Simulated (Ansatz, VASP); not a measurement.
## In: VASP beside Ansatz

The input INCAR:

```
PREC = Accurate
ENCUT = 520
EDIFF = 1E-7
ISMEAR = -1
SIGMA = 0.1
LREAL = False
LASPH = True
NELM = 100
ALGO = Normal
ISIF = 2
LWAVE = False
LCHARG = False
NBANDS = 12
```

The input KPOINTS:

```
regular mesh
0
Gamma
  14 14 14
```

POSCAR

```
In
1.0
   -1.9095207008      1.9095207008      1.9095207008
    1.9095207008     -1.9095207008      1.9095207008
    1.9095207008      1.9095207008     -1.9095207008
In
1
Direct
    0.0000000000      0.0000000000      0.0000000000
```

Input for Ansatz:

```yaml
crystal:
  lattice:
    - [-1.9095207008, 1.9095207008, 1.9095207008]
    - [1.9095207008, -1.9095207008, 1.9095207008]
    - [1.9095207008, 1.9095207008, -1.9095207008]
  atoms:
    - { symbol: In, position: [0.0, 0.0, 0.0] }
hamiltonian:
  xc: lda
  pseudopotentials:
    kind: paw
    azcp:
      In: "pseudopotentials/In.paw.azcp"
basis:
  ecutwfc: 420
  fft_grid_basis: typed
kpoints:
  mp_grid: { grid: [14, 14, 14], shift: [0, 0, 0] }
magnetization:
  spin_polarized: false
scf:
  occupations: { method: fermi_dirac, width: 0.1 }
  lower_state_search: "off"
output:
  stress: true
```

Alike in both runs: task single point; functional LDA; k mesh 14 × 14 × 14; occupations fermi-dirac, width 0.1 eV; no spin polarisation.

|  | VASP | Ansatz |
| --- | --- | --- |
| version | VASP 6.6.1 | Ansatz 0.2.0 |
| potentials or method | VASP PAW LDA potentials, release 64 (In_d), cutoff 520 eV | plane waves (420 eV) with PAW, scalar-relativistic |
| valence electrons in the cell | 13 | 13 |

```csv
,VASP,Ansatz,Ansatz less VASP
pressure (GPa),-4.1,-4.1,+0.02
```

Ansatz warns that its potentials were made for another functional, while VASP's fit it. LDA's correlation is that of Perdew and Zunger in VASP and of Perdew and Wang (1992) in Ansatz.
